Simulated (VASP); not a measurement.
Input of a VASP 6.6.1 run:

INCAR

```
SYSTEM = Sn
PREC = Accurate ; ENCUT = 520
EDIFF = 1E-6 ; ISMEAR = -1
SIGMA = 0.1 ; LREAL = .FALSE.
LASPH = .TRUE. ; NELM = 60
ALGO = Normal ; ISIF = 2
LWAVE = .FALSE. ; LCHARG = .FALSE.
GGA = PS ; NBANDS = 21
```

File KPOINTS:

```
Automatic mesh
0
G
  10 10 10
  0 0 0
```

The input POSCAR:

```
Sn
1.0
    0.0000000000      2.8335255541      2.8335255541
    2.8335255541      0.0000000000      2.8335255541
    2.8335255541      2.8335255541      0.0000000000
Sn
2
Direct
   -0.1250000000     -0.1250000000     -0.1250000000
    0.1250000000      0.1250000000      0.1250000000
```

Potentials or basis: VASP PAW PBE potentials, release 64 (Sn_d).

The run is started by

```console
$ cat potpaw_PBE.64/Sn_d/POTCAR > POTCAR
$ mpirun -np 1 vasp_std > vasp.out
```

Q: Predict the pressure.

A: 50.0 GPa.

Q: Predict the band gap on the k mesh.

A: Zero (bands 14 and 15 overlap by 0.30 eV).

Caveat: the cell stands under pressure; the PAW data sets were made with another functional, which shifts forces and pressure a little; spin-orbit coupling is left out, which moves the levels of the heavy elements.
